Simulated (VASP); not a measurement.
The system is TiAl3.

```
Ti Al
1.0
     0.00000    3.13403    3.13403
     3.13403    0.00000    3.13403
     3.13403    3.13403    0.00000
Ti Al
1 3
Direct
  0.50000 0.50000 0.50000
  0.00000 0.00000 0.00000
  0.25000 0.25000 0.25000
  0.75000 0.75000 0.75000
```

The cell was built from a structure type or drawn by symmetry, and may not be a known phase.

```yaml
Program: VASP 6.6.1
Task: relaxation of cell and atoms
Functional: PBE
Potentials_or_basis: VASP PAW PBE potentials, release 64 (Ti_sv, Al)
Cutoff: 600 eV
k_mesh: 6 × 6 × 6
Occupations: gaussian, width 0.1 eV
Spin: no spin polarisation
```

At the start: pressure 5.7 GPa; volume 15.39 Å³/atom.

Task: How do energy, volume and symmetry change on relaxing?

Result: Over 3 steps the energy falls by 14.8 meV/atom and the volume is 16.26 Å³/atom (+5.7 %); space group Fm-3m (No. 225, to 0.1 Å) before and after.

Step by step:
```
step  energy change (eV)  largest force (eV/Å)  pressure (GPa)  volume (Å³)
   1              0.0000                0.0000            5.70        61.57
   2             -0.0494                0.0000           -2.00        66.57
   3             -0.0591                0.0000            0.01        65.05
```

Final structure:
```xyz
4
Lattice="0.0000 3.1921 3.1921 3.1921 0.0000 3.1921 3.1921 3.1921 0.0000" Properties=species:S:1:pos:R:3 pbc="T T T"
Ti    3.1921    3.1921    3.1921
Al    0.0000    0.0000    0.0000
Al    1.5961    1.5961    1.5961
Al    4.7882    4.7882    4.7882
```
